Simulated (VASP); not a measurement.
# Pt (Cmcm) in VASP: a series of runs

Runs on Pt. Level: PBEsol. Tasks: single point.

Everything below comes from runs of VASP 6.6.1. Logs are shortened: lines on timing, memory, paths and dates and some standing lists are left out, and cuts for length are marked.

### Step 1. The cell of the first run

The structure is orthorhombic, space group Cmcm (No. 63). Conventional cell: a = 2.843 Å, b = 4.638 Å, c = 4.792 Å, α = 90.00°, β = 90.00°, γ = 90.00°. Pt (site symmetry m2m) has 12 Pt at 2.72 to 2.89 Å within 3.6 Å.

### Step 2. Single point, PBEsol (strain +0.0300 x Voigt [1, -1, 0, 0, 0, 0])

Input file INCAR:

```
SYSTEM = Pt
PREC = Accurate ; ENCUT = 520
EDIFF = 1E-6 ; ISMEAR = 0
SIGMA = 0.15 ; LREAL = .FALSE.
LASPH = .TRUE. ; NELM = 60
ALGO = Fast ; ISIF = 2
LWAVE = .FALSE. ; LCHARG = .FALSE.
GGA = PS ; NBANDS = 17
```

Input file KPOINTS:

```
Automatic mesh
0
G
  18 18 10
  0 0 0
```

Input file POSCAR:

```
Pt
1.0
    2.8434855843      0.0000000000      0.0000000000
   -1.4217427921      2.3190823580      0.0000000000
    0.0000000000      0.0000000000      4.7921340000
Pt
2
Direct
    0.6666666667      0.3333333333      0.7500000000
    0.3333333333      0.6666666667      0.2500000000
```

Potentials or basis: VASP PAW PBE potentials, release 64 (Pt).

On the command line:

```bash
$ cat potpaw_PBE.64/Pt/POTCAR > POTCAR
$ mpirun -np 1 vasp_std > vasp.out
```

OUTCAR:

```text
SYSTEM = Pt
   PREC = Accurate
   ENCUT = 520
   EDIFF = 1E-6
   ISMEAR = 0
   LREAL = .FALSE.
   LASPH = .TRUE.
   NELM = 60
   ISIF = 2
   GGA = PS

 ion  position               nearest neighbor table
   1  0.667  0.333  0.750-   2 2.85   2 2.85   2 2.89   2 2.89   2 2.89   2 2.89
   2  0.333  0.667  0.250-   1 2.85   1 2.85   1 2.89   1 2.89   1 2.89   1 2.89

  Warning from LATTYP: Monoclinic adjustment (A1->A3, A2->A1, A3->A2)!
  LATTYP: Found a base centered orthorhombic cell.
 ALAT       =     2.8434855843
 B/A-ratio  =     1.6311546440
 C/A-ratio  =     1.6853027237

  Lattice vectors:

 A1 = (   1.4217427921,  -2.3190823580,   0.0000000000)
 A2 = (   1.4217427922,   2.3190823580,   0.0000000000)
 A3 = (   0.0000000000,   0.0000000000,   4.7921340000)

Analysis of symmetry for initial positions (statically):
=====================================================================
 Subroutine PRICEL returns:
 Original cell was already a primitive cell.

 Routine SETGRP: Setting up the symmetry group for a
 base centered orthorhombic supercell.

 Subroutine GETGRP returns: Found  8 space group operations
 (whereof  4 operations were pure point group operations)
 out of a pool of  8 trial point group operations.

The static configuration has the point symmetry C_2h.
 The point group associated with its full space group is D_2h.

Analysis of symmetry for dynamics (positions and initial velocities):
=====================================================================
 Subroutine PRICEL returns:
 Original cell was already a primitive cell.

 Routine SETGRP: Setting up the symmetry group for a
 base centered orthorhombic supercell.

 Subroutine GETGRP returns: Found  8 space group operations
 (whereof  4 operations were pure point group operations)
 out of a pool of  8 trial point group operations.

The dynamic configuration has the point symmetry C_2h.
 The point group associated with its full space group is D_2h.

 Subroutine INISYM returns: Found  8 space group operations
 (whereof  4 operations are pure point group operations),
 and found     1 'primitive' translations

----------------------------------------------------------------------------------------

                                     Primitive cell

  volume of cell :      31.6007

  direct lattice vectors                    reciprocal lattice vectors
     2.843485584  0.000000000  0.000000000     0.351681051  0.215602520  0.000000000
    -1.421742792  2.319082358  0.000000000     0.000000000  0.431205040  0.000000000
     0.000000000  0.000000000  4.792134000     0.000000000  0.000000000  0.208675300

[... 86 lines left out ...]
   NSW    =      0    number of steps for IOM
   IBRION =     -1    ionic relax: 0-MD 1-quasi-New 2-CG
   NFREE  =      0    steps in history (QN), initial steepest desc. (CG)
   ISIF   =      2    stress and relaxation
   ISYM   =      2    0-nonsym 1-usesym 2-fastsym
   POTIM  = 0.5000    time-step for ionic-motion
   TEBEG  =    0.0;   TEEND  =   0.0 temperature during run
   PSTRESS=    0.0 pullay stress
   NELECT =      20.0000    total number of electrons
   NUPDOWN=      -1.0000    fix difference up-down
   EMIN   =  10.00;   EMAX   =-10.00  energy-range for DOS
   EFERMI =   0.00;   METHOD = LEGACY
   ISMEAR =     0;   SIGMA  =   0.15  broadening in eV -4-tet -1-fermi 0-gaus
   EFERMI_NEDOS =   21; number of points for ismear=-14 and -15
   IALGO  =     68    algorithm
   IMIX   =      4    mixing-type and parameters
     AMIX     =   0.40;   BMIX     =  1.00
     AMIX_MAG =   1.60;   BMIX_MAG =  1.00
  volume/ion in A,a.u.               =      15.80       106.63
  Fermi-wavevector in a.u.,A,eV,Ry     =   1.405571  2.656144 26.880074  1.975630
  Thomas-Fermi vector in A             =   2.528019
   LORBIT       =      0    0 simple, 1 ext, 2 COOP (PROOUT), +10 PAW based schemes
   GGA     = PS    functional components
   LHFCALC =     F    Hartree Fock is set to
   AEXX    =    0.0000 exact exchange contribution
   IVDW    =     0    specifies the selected vdW correction
   LEPSILON=     F    determine dielectric tensor
   LRPA    =     F    only Hartree local field effects (RPA)
 non-spin polarized calculation
 RMM-DIIS sequential band-by-band and
 Gauss-broadening in eV      SIGMA  =   0.15
  energy-cutoff  :      520.00
  volume of cell :       31.60
 maximum number of plane-waves:       874
 NGX is ok and might be reduce to    24
   NGX = 11   NGY = 11   NGZ = 17

 number of electron      20.0000002 magnetization

 Free energy of the ion-electron system (eV)
  ---------------------------------------------------
  ext. energy  EPLUGINS =         0.00000000
  ---------------------------------------------------
  free energy    TOTEN  =       -13.73847663 eV

  energy without entropy =      -13.69460617  energy(sigma->0) =      -13.71654140

 E-fermi :  10.1864     XC(G=0): -13.3465

 val. band max:       10.1862810991   @ k =   0.2222   0.3889   0.3000
 cond. band min:      10.1875433041   @ k =  -0.4444   0.2222   0.5000
 fundamental gap:      0.0012622050
 Fermi energy:        10.1863690967

 k-point     1 :       0.0000    0.0000    0.0000
  band No.  band energies     occupation
      1       0.4373      2.00000
      2       3.1010      2.00000
      3       6.2301      2.00000
      4       6.2571      2.00000
      5       6.6514      2.00000
      6       7.3161      2.00000
[... 457 lines left out ...]
      4       5.8977      2.00000
      5       6.2279      2.00000
      6       7.4869      2.00000
[... 9 lines left out ...]
     16      26.4276      0.00000
     17      28.3936      0.00000

 [... further k-points ...]

------------------------ aborting loop because EDIFF is reached ----------------------------------------

  FORCE on cell =-STRESS in cart. coord.  units (eV):
  Direction    XX          YY          ZZ          XY          YZ          ZX
  --------------------------------------------------------------------------------------
  -------------------------------------------------------------------------------------
  Total       -2.9149430     -0.8196094     -2.3263158     -0.0000000      0.0000000      0.0000000
  in kB     -147.7898132    -41.5548170   -117.9459664     -0.0000000      0.0000000      0.0000000
  external PRESSURE =    -102.4301988 kB  Pullay stress =       0.0000000 kB

 VOLUME and BASIS-vectors are now :
 -----------------------------------------------------------------------------
  energy-cutoff  :      520.00
  volume of cell :       31.60
      direct lattice vectors                 reciprocal lattice vectors
     2.843485584  0.000000000  0.000000000     0.351681051  0.215602520  0.000000000
    -1.421742792  2.319082358  0.000000000     0.000000000  0.431205040  0.000000000
     0.000000000  0.000000000  4.792134000     0.000000000  0.000000000  0.208675300

 POSITION                                       TOTAL-FORCE (eV/Angst)
 -----------------------------------------------------------------------------------
      1.42174      0.77303      3.59410         0.000000      0.023715      0.000000
     -0.00000      1.54605      1.19803        -0.000000     -0.023715     -0.000000
 -----------------------------------------------------------------------------------
    total drift:                               -0.000000      0.000000     -0.000000

  FREE ENERGIE OF THE ION-ELECTRON SYSTEM (eV)
  ---------------------------------------------------
  free  energy   TOTEN  =       -13.7384766315 eV

  energy  without entropy=      -13.6946061672  energy(sigma->0) =      -13.71654140
```

OSZICAR:

```text
N       E                     dE             d eps       ncg     rms          rms(c)
DAV:   1     0.994279226913E+02    0.99428E+02   -0.10472E+04 18564   0.113E+03
DAV:   2    -0.127877347985E+02   -0.11222E+03   -0.10673E+03 19967   0.243E+02
DAV:   3    -0.146409315189E+02   -0.18532E+01   -0.18280E+01 22688   0.310E+01
DAV:   4    -0.146506097367E+02   -0.96782E-02   -0.96764E-02 22090   0.234E+00
DAV:   5    -0.146507037585E+02   -0.94022E-04   -0.94021E-04 22769   0.241E-01    0.167E+01
RMM:   6    -0.138203846918E+02    0.83032E+00   -0.12415E+00 18601   0.823E+00    0.856E+00
RMM:   7    -0.137472018670E+02    0.73183E-01   -0.25330E-01 19201   0.373E+00    0.307E+00
RMM:   8    -0.137397042421E+02    0.74976E-02   -0.41260E-02 19266   0.156E+00    0.111E+00
RMM:   9    -0.137384424329E+02    0.12618E-02   -0.36157E-03 20551   0.448E-01    0.104E-01
RMM:  10    -0.137384781437E+02   -0.35711E-04   -0.39873E-04 20786   0.130E-01    0.888E-02
RMM:  11    -0.137384748243E+02    0.33194E-05   -0.46664E-05 20798   0.489E-02    0.241E-02
RMM:  12    -0.137384763607E+02   -0.15364E-05   -0.10240E-05 19721   0.197E-02    0.153E-03
RMM:  13    -0.137384766315E+02   -0.27085E-06   -0.21010E-06 14829   0.902E-03
   1 F= -.13738477E+02 E0= -.13716541E+02  d E =-.438705E-01
```

stdout:

```text
POSCAR found type information on POSCAR Pt
 POSCAR found :  1 types and       2 ions
 scaLAPACK will be used
 -----------------------------------------------------------------------------
|                                                                             |
|                                                                             |
|     You enforced a specific xc type in the INCAR file but a different       |
|     I HOPE YOU KNOW WHAT YOU ARE DOING!                                     |
|                                                                             |
 -----------------------------------------------------------------------------

 LDA part: xc-table for (Slater+PW92), standard interpolation
 POSCAR, INCAR and KPOINTS ok, starting setup
 FFT: planning ... GRIDC
 FFT: planning ... GRID_SOFT
 FFT: planning ... GRID
 WAVECAR not read
 entering main loop
```

Wall time 2 min (1 thread of AMD EPYC 9R45 (Zen 5), shared host); peak memory 0.31 GiB.

Results:

* Free energy: -13.7385 eV
* Pressure: -10.2 GPa
* Largest force: 0.024 eV/Å
* Band gap on the k mesh: zero (bands 10 and 11 overlap by 1.44 eV)

Forces in eV/Å, atoms in the order of the input:
```
Pt   0.000  0.024  0.000
Pt   0.000 -0.024  0.000
```

Levels at points of the mesh, in eV from the Fermi level:
```
           k point  band 6  band 7  band 8  band 9  band 10  band 11  band 12  band 13  band 14  band 15
(0.00, 0.00, 0.00)   -2.87   -2.53   -1.87   -1.69    -0.78    -0.29    -0.12     4.64    15.08    15.67
(0.50, 0.00, 0.00)   -2.84   -2.68    0.08    0.18     0.38     2.19     3.59     7.00     8.60     9.28
(0.00, 0.50, 0.00)   -2.60   -2.47   -0.11    0.47     0.66     2.48     4.11     7.76     9.16     9.94
(0.00, 0.00, 0.50)   -3.89   -2.91   -2.91   -0.87    -0.87    -0.66    -0.66    11.86    11.86    15.51
(0.50, 0.00, 0.50)   -1.64   -0.92   -0.92    0.31     0.31     1.57     1.57     6.20     6.20    13.92
(0.00, 0.50, 0.50)   -2.05   -0.76   -0.76    0.57     0.57     1.97     1.97     7.01     7.01    14.46
```

Caveat: the cell differs from its parent crystal (strain +0.0300 x Voigt [1, -1, 0, 0, 0, 0]); the stress differs along the axes, from -15 to -4 GPa; the PAW data sets were made with another functional, which shifts forces and pressure a little; spin-orbit coupling is left out, which moves the levels of the heavy elements.

(Part 1 of 3 ends here.)
